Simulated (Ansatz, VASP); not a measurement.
# CsTaAlP3 in VASP and in Ansatz

The input INCAR:

```
PREC = Accurate
ENCUT = 600
EDIFF = 1E-6
ISMEAR = 0
SIGMA = 0.1
LREAL = F
LASPH = T
NELM = 100
ALGO = Normal
ISIF = 3
LWAVE = F
LCHARG = F
GGA = PE
IBRION = 2
NSW = 90
EDIFFG = -0.04
```

File KPOINTS:

```
regular mesh
0
Gamma
  3 3 4
```

File POSCAR:

```
CsTaAlP3
1.0
    6.5075023600      0.0000000000      0.0000000000
   -3.2537511800      5.6356623600      0.0000000000
    0.0000000000      0.0000000000      4.0585013500
Cs Ta Al P
1 1 1 3
Direct
    0.0000000000      0.0000000000      0.0000000000
    0.6666666700      0.3333333300      0.0000000000
    0.3333333300      0.6666666700      0.0000000000
    0.0129650000      0.5064825000      0.5000000000
    0.4935175000      0.5064825000      0.5000000000
    0.4935175000      0.9870350000      0.5000000000
```

Input for Ansatz:

```yaml
crystal:
  lattice:
    - [6.50750236, 0.0, 0.0]
    - [-3.25375118, 5.63566236, 0.0]
    - [0.0, 0.0, 4.05850135]
  atoms:
    - { symbol: Cs, position: [0.0, 0.0, 0.0] }
    - { symbol: Ta, position: [0.66666667, 0.33333333, 0.0] }
    - { symbol: Al, position: [0.33333333, 0.66666667, 0.0] }
    - { symbol: P, position: [0.012965, 0.5064825, 0.5] }
    - { symbol: P, position: [0.4935175, 0.5064825, 0.5] }
    - { symbol: P, position: [0.4935175, 0.987035, 0.5] }
basis:
  ecutwfc: 420
kpoints:
  mp_grid: { grid: [3, 3, 4] }
hamiltonian:
  xc: pbe
scf:
  occupations: { method: gaussian, width: 0.1 }
  lower_state_search: "off"
output:
  forces: true
  stress: true
  eigenvalues: true
relax:
  adjacent_minimum: "off"
  f_tol: 0.04
  max_steps: 70
  cell: { stress_tol: 0.4 }
```

Change from the starting cell: species swapped into the YSiBRh3 type (P-6m2, No. 187).

Alike in both runs: task relaxation of cell and atoms; functional PBE; k mesh 3 × 3 × 4; occupations gaussian, width 0.1 eV; no spin polarisation.

|  | VASP | Ansatz |
| --- | --- | --- |
| version | VASP 6.6.1 | Ansatz 0.2.0 |
| potentials or method | VASP PAW PBE potentials, release 64 (Cs_sv, Ta_pv, Al, P), cutoff 600 eV | scalar-relativistic, plane waves, PAW |
| valence electrons in the cell | 38 | 40 |

```tsv
	VASP	Ansatz	Ansatz less VASP
gap on the k mesh at the Fermi level, each at its own relaxed structure (eV)	none	none	-
relaxed volume (Å³/atom)	22.28	22.29	+0.013
relaxed length of the cell vector where the two differ most in proportion (Å)	3.228	3.224	-0.0041
```

A gap of «none» marks a metal or a gap that the smearing closes. VASP's potentials hold 38 valence electrons a cell and Ansatz's 40, so a difference there can come from the potentials and not from the codes.

The k mesh is coarse, so the values compare programs but aren't converged. Spin-orbit coupling is off throughout.
